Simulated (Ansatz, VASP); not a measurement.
Two plane-wave programs on Mo

INCAR

```
ALGO = Fast
EDIFF = 1E-6
ENCUT = 520
GGA = PS
ISIF = 2
ISMEAR = 0
LASPH = True
LCHARG = False
LREAL = False
LWAVE = False
NBANDS = 21
NELM = 80
PREC = Accurate
SIGMA = 0.15
```

Contents of KPOINTS:

```
k-points
0
Gamma
  24 24 14
```

POSCAR

```
Mo
1.0
   -1.5646534271      1.5646534271      1.5646534271
    1.5646534271     -1.5646534271      1.5646534271
    3.1293068543      3.1293068543      0.0000000000
Mo
2
Direct
   -0.0084736031      0.0084736031      0.0000000000
    0.5084736031      0.4915263969      0.5000000000
```

Input for Ansatz:

```yaml
crystal:
  lattice:
    - [-1.5646534271, 1.5646534271, 1.5646534271]
    - [1.5646534271, -1.5646534271, 1.5646534271]
    - [3.1293068543, 3.1293068543, 0.0]
  atoms:
    - { symbol: Mo, position: [-0.0084736031, 0.0084736031, 0.0] }
    - { symbol: Mo, position: [0.5084736031, 0.4915263969, 0.5] }
basis:
  ecutwfc: 420
kpoints:
  mp_grid: { grid: [24, 24, 14] }
hamiltonian:
  xc: pbesol
scf:
  occupations: { method: gaussian, width: 0.15 }
output:
  forces: true
  stress: true
  eigenvalues: true
  write_density: true
  write_potential: true
  elf: true
  volumetric_format: npy
```

Change from the starting cell: mode 5 (197.0 1/cm) frozen in, largest displacement +0.037 Å.

Alike in both runs: task single point; functional PBEsol; k mesh 24 × 24 × 14; occupations gaussian, width 0.15 eV; no spin polarisation.

|  | VASP | Ansatz |
| --- | --- | --- |
| version | VASP 6.6.1 | Ansatz 0.2.0 |
| potentials or method | VASP PAW PBE potentials, release 64 (Mo_sv), cutoff 520 eV | scalar-relativistic, plane waves, PAW |
| valence electrons in the cell | 28 | 28 |

```csv
,VASP,Ansatz,Ansatz less VASP
gap on the k mesh at the Fermi level (eV),none,none,-
pressure (GPa),0.8,0.2,-0.56
"traceless stress, the component that is largest in VASP (GPa)",0.48,0.47,-0.002
rms of the force components (eV/Å),0.292,0.292,+0.0004
```

VASP's potentials were made for PBE, not for PBEsol. Atom by atom the forces differ by 0.000 eV/Å (rms over components). A gap of «none» marks a metal or a gap that the smearing closes. The functional is the same, so the differences come from potentials, cutoffs and numerics.
